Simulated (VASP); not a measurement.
Mg2CdO3, 6 atoms in the cell. It takes space group P-3m1 (No. 164, trigonal). Conventional cell: a = 3.118 Å, b = 3.118 Å, c = 7.786 Å, α = 90.00°, β = 90.00°, γ = 120.00°. Mg (site symmetry 3m) has 6 O at 2.14 to 2.17 Å within 2.8 Å. Cd (site symmetry -3m) has 6 O at 2.35 Å and 6 Cd at 3.12 Å and 6 Mg at 3.23 Å within 3.3 Å. Within 2.8 Å of O (site symmetry 3m) lie 3 Mg at 2.14 Å and 3 Cd at 2.35 Å. O (site symmetry -3m) has 6 Mg at 2.17 Å and 12 O at 2.98 to 3.12 Å within 3.2 Å. 

* Program: VASP 6.6.1
* Task: single point
* Functional: PBE
* Potentials or basis: VASP PAW PBE potentials, release 64 (Mg, Cd, O)
* Cutoff: 520 eV
* k mesh: 12 × 12 × 4
* Occupations: gaussian, width 0.02 eV
* Spin: no spin polarisation
* Dipole correction: no
* Further INCAR settings: ALGO = Normal; EDIFF = 1e-07; NBANDS = 26

Potentials or basis: VASP PAW PBE potentials, release 64 (Mg, Cd, O).

Launch:

```sh
$ cat potpaw_PBE.64/Mg/POTCAR potpaw_PBE.64/Cd/POTCAR potpaw_PBE.64/O/POTCAR > POTCAR
$ mpirun -np 1 vasp_std > vasp.out
```

Hardware: 1 thread of Intel(R) Xeon(R) Platinum 8488C (Sapphire Rapids), on a shared host.

**Question.** Estimate the wall time of this run.

**Answer.** Run time: 80 s on 1 thread of Intel(R) Xeon(R) Platinum 8488C (Sapphire Rapids), with other jobs on the host, peak memory 0.25 GiB. Counts: scf iterations 16, k points 69.
